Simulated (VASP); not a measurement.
# As (R-3m) in VASP: a series of runs, part 2 of 2

VASP 6.6.1.

### 3 Electric field gradients, PBE

The input, INCAR:

```
SYSTEM = As
ALGO     = Normal         ! electronic algorithm
EDIFF    = 1E-8           ! SCF threshold, eV
ENCUT    = 400            ! plane-wave cutoff, eV
GGA      = PE             ! functional
GGA_COMPAT= .FALSE.      
ISIF     = 2              ! what is computed and relaxed
ISMEAR   = -1             ! smearing method
LASPH    = .TRUE.         ! aspherical terms in the spheres
LCHARG   = .FALSE.        ! write CHGCAR
LEFG     = .TRUE.       
LREAL    = .FALSE.        ! projectors in reciprocal space
LWAVE    = .FALSE.        ! write WAVECAR
NBANDS   = 12             ! bands
NELM     = 120            ! most SCF steps
PREC     = Accurate       ! precision mode
SIGMA    = 0.05           ! smearing width, eV
```

The input, KPOINTS:

```
k-points
0
G
  10 10 10
  0 0 0
```

The input, POSCAR:

```
As
1.0
    1.8797494575      1.0852738553      3.4857700000
   -1.8797494575      1.0852738553      3.4857700000
    0.0000000000     -2.1705477106      3.4857700000
As
2
Direct
    0.2275400000      0.2275400000      0.2275400000
    0.7724600000      0.7724600000      0.7724600000
```

Potentials or basis: VASP PAW PBE potentials, release 64 (As).

Started as:

```console
$ cat potpaw_PBE.64/As/POTCAR > POTCAR
$ mpirun -np 1 vasp_std > vasp.out
```

OUTCAR:

```text
SYSTEM = As
   EDIFF = 1E-8
   ENCUT = 400
   GGA = PE
   ISIF = 2
   ISMEAR = -1
   LASPH = .TRUE.
   LREAL = .FALSE.
   NELM = 120
   PREC = Accurate

 ion  position               nearest neighbor table
   1  0.228  0.228  0.228-   2 2.52   2 2.52   2 2.52
   2  0.772  0.772  0.772-   1 2.52   1 2.52   1 2.52

  LATTYP: Found a trigonal (rhomboedric) cell.
 ALAT       =     4.1063207202
 COS(alpha) =     0.5808936906

  Lattice vectors:

 A1 = (   1.8797494575,   1.0852738553,   3.4857700000)
 A2 = (  -1.8797494575,   1.0852738553,   3.4857700000)
 A3 = (   0.0000000000,  -2.1705477106,   3.4857700000)

Analysis of symmetry for initial positions (statically):
=====================================================================
 Subroutine PRICEL returns:
 Original cell was already a primitive cell.

 Routine SETGRP: Setting up the symmetry group for a
 trigonal (rhombohedral) supercell.

 Subroutine GETGRP returns: Found 12 space group operations
 (whereof 12 operations were pure point group operations)
 out of a pool of 12 trial point group operations.

The static configuration has the point symmetry D_3d.

Analysis of symmetry for dynamics (positions and initial velocities):
=====================================================================
 Subroutine PRICEL returns:
 Original cell was already a primitive cell.

 Routine SETGRP: Setting up the symmetry group for a
 trigonal (rhombohedral) supercell.

 Subroutine GETGRP returns: Found 12 space group operations
 (whereof 12 operations were pure point group operations)
 out of a pool of 12 trial point group operations.

The dynamic configuration has the point symmetry D_3d.

 Subroutine INISYM returns: Found 12 space group operations
 (whereof 12 operations are pure point group operations),
 and found     1 'primitive' translations

----------------------------------------------------------------------------------------

                                     Primitive cell

  volume of cell :      42.6667

  direct lattice vectors                    reciprocal lattice vectors
     1.879749457  1.085273855  3.485770000     0.265992895  0.153571070  0.095626887
    -1.879749457  1.085273855  3.485770000    -0.265992895  0.153571070  0.095626887
     0.000000000 -2.170547711  3.485770000     0.000000000 -0.307142139  0.095626887

  length of vectors
     4.106320720  4.106320720  4.106320720     0.321684310  0.321684310  0.321684310

  position of ions in fractional coordinates (direct lattice)
     0.227540000  0.227540000  0.227540000
     0.772460000  0.772460000  0.772460000

  ion indices of the primitive-cell ions
   primitive index   ion index
                 1           1
                 2           2

----------------------------------------------------------------------------------------

 KPOINTS: k-points

Automatic generation of k-mesh.
 Grid dimensions read from file:
 generate k-points for:   10   10   10

 Generating k-lattice:

  Cartesian coordinates                     Fractional coordinates (reciprocal lattice)
     0.026599289  0.015357107  0.009562689     0.100000000 -0.000000000 -0.000000000
[... 73 lines left out ...]
   EFERMI =   0.00;   METHOD = LEGACY
   ISMEAR =    -1;   SIGMA  =   0.05  broadening in eV -4-tet -1-fermi 0-gaus
   EFERMI_NEDOS =   21; number of points for ismear=-14 and -15
   IALGO  =     38    algorithm
   IMIX   =      4    mixing-type and parameters
     AMIX     =   0.40;   BMIX     =  1.00
     AMIX_MAG =   1.60;   BMIX_MAG =  1.00
  volume/ion in A,a.u.               =      21.33       143.96
  Fermi-wavevector in a.u.,A,eV,Ry     =   1.009358  1.907409 13.861654  1.018803
  Thomas-Fermi vector in A             =   2.142281
   LORBIT       =      0    0 simple, 1 ext, 2 COOP (PROOUT), +10 PAW based schemes
   GGA     = PE    functional components
   LHFCALC =     F    Hartree Fock is set to
   AEXX    =    0.0000 exact exchange contribution
   IVDW    =     0    specifies the selected vdW correction
   LEPSILON=     F    determine dielectric tensor
   LRPA    =     F    only Hartree local field effects (RPA)
 non-spin polarized calculation
  energy-cutoff  :      400.00
  volume of cell :       42.67
 maximum number of plane-waves:       786
   NGX = 13   NGY = 13   NGZ = 13

 number of electron      10.0000000 magnetization

 Free energy of the ion-electron system (eV)
  ---------------------------------------------------
  ext. energy  EPLUGINS =         0.00000000
  ---------------------------------------------------
  free energy    TOTEN  =        -9.32194180 eV

  energy without entropy =       -9.32034147  energy(sigma->0) =       -9.32114163

 E-fermi :   5.6310     XC(G=0): -10.0146

 val. band max:        5.6205645425   @ k =   0.4000   0.2000   0.2000
 cond. band min:       5.6774630850   @ k =   0.4000   0.3000   0.3000
 fundamental gap:      0.0568985425
 Fermi energy:         5.6309714275

 k-point     1 :       0.0000    0.0000    0.0000
  band No.  band energies     occupation
      1      -9.5301      2.00000
      2      -0.1962      2.00000
      3       3.0231      2.00000
      4       3.5439      2.00000
      5       3.5439      2.00000
      6       7.3185      0.00000
      7       8.5217      0.00000
      8       8.5217      0.00000
      9      12.3435      0.00000
     10      12.3435      0.00000
     11      12.7740      0.00000
     12      14.2556      0.00000
[... 331 lines left out ...]
 k-point    24 :       0.4000    0.3000   -0.0000
  band No.  band energies     occupation
      1      -7.5905      2.00000
      2      -3.4610      2.00000
      3       0.3502      2.00000
      4       1.6057      2.00000
      5       2.2786      2.00000
      6       7.8193      0.00000
      7       9.9627      0.00000
      8      10.2333      0.00000
      9      11.2090      0.00000
     10      16.1401      0.00000
     11      16.1757      0.00000
     12      17.1627      0.00000

 [... further k-points ...]
[... 5 lines left out ...]
  --------------------------------------------------------------------------------------
  -------------------------------------------------------------------------------------
  Total        1.1162529      1.1162529      0.8277267     -0.0000000     -0.0000000      0.0000000
  in kB       41.9163924     41.9163924     31.0819493     -0.0000000     -0.0000000      0.0000000
  external PRESSURE =      38.3049114 kB  Pullay stress =       0.0000000 kB

 VOLUME and BASIS-vectors are now :
 -----------------------------------------------------------------------------
  energy-cutoff  :      400.00
  volume of cell :       42.67
      direct lattice vectors                 reciprocal lattice vectors
     1.879749457  1.085273855  3.485770000     0.265992895  0.153571070  0.095626887
    -1.879749457  1.085273855  3.485770000    -0.265992895  0.153571070  0.095626887
     0.000000000 -2.170547711  3.485770000     0.000000000 -0.307142139  0.095626887

 POSITION                                       TOTAL-FORCE (eV/Angst)
 -----------------------------------------------------------------------------------
      0.00000      0.00000      2.37946         0.000000     -0.000000      0.285622
      0.00000      0.00000      8.07785         0.000000      0.000000     -0.285622
 -----------------------------------------------------------------------------------
    total drift:                               -0.000000      0.000000     -0.000000

  FREE ENERGIE OF THE ION-ELECTRON SYSTEM (eV)
  ---------------------------------------------------
  free  energy   TOTEN  =        -9.3219417960 eV

  energy  without entropy=       -9.3203414712  energy(sigma->0) =       -9.32114163

 Electric field gradients (V/A^2)
---------------------------------------------------------------------
 ion       V_xx      V_yy      V_zz      V_xy      V_xz      V_yz
---------------------------------------------------------------------
   1      24.002    24.002   -48.004     0.000     0.000    -0.000
   2      24.002    24.002   -48.004     0.000     0.000    -0.000
---------------------------------------------------------------------

 Electric field gradients after diagonalization (V/A^2)
 (convention: |V_zz| > |V_xx| > |V_yy|)
----------------------------------------------------------------------
 ion       V_xx      V_yy      V_zz     asymmetry (V_yy - V_xx)/ V_zz
----------------------------------------------------------------------
   1      24.002    24.002   -48.004       0.000
   2      24.002    24.002   -48.004       0.000
----------------------------------------------------------------------

           NMR quadrupolar parameters

 Cq : quadrupolar parameter    Cq=e*Q*V_zz/h
 eta: asymmetry parameters     (V_yy - V_xx)/ V_zz
 Q  : nuclear electric quadrupole moment in mb (millibarn)
----------------------------------------------------------------------
 ion       Cq(MHz)       eta       Q (mb)
----------------------------------------------------------------------
   1      -0.116       0.000       1.000
   2      -0.116       0.000       1.000
----------------------------------------------------------------------
```

Wall time 89 s (1 thread of Intel Xeon 8259CL, shared host); peak memory 0.17 GiB.

What came out:

```
Free energy            : -9.3219 eV
Pressure               : 3.8 GPa
Largest force          : 0.286 eV/Å
Band gap on the k mesh : zero (band 5 reaches 5.68 eV, above the bottom of band 6 at 5.25 eV)
```

Forces on the atoms (eV/Å):
```
As   0.000  0.000  0.286
As   0.000  0.000 -0.286
```

Stress tensor (GPa, compression positive):
```
4.19 0.00 0.00
0.00 4.19 0.00
0.00 0.00 3.11
```

Levels at points of the mesh, in eV from the Fermi level:
```csv
k point,band 3,band 4,band 5,band 6,band 7,band 8
"(0.00, 0.00, 0.00)",-2.61,-2.09,-2.09,1.69,2.89,2.89
"(0.50, 0.00, 0.00)",-2.85,-2.81,-0.42,-0.38,0.20,1.19
"(0.50, 0.50, 0.00)",-6.15,-4.35,-4.23,1.43,5.43,6.76
"(0.50, 0.50, 0.50)",-1.80,-1.80,-0.64,0.62,0.62,1.74
```

Electric field gradients, principal values (V/Å²):
| atom | least | middle | greatest (by size) |
| --- | --- | --- | --- |
| 1 As | 24.002 | 24.002 | -48.004 |
| 2 As | 24.002 | 24.002 | -48.004 |

Caveat: without QUAD_EFG the Cq values of the log hold for a quadrupole moment of 1 mb, not for the nuclei.
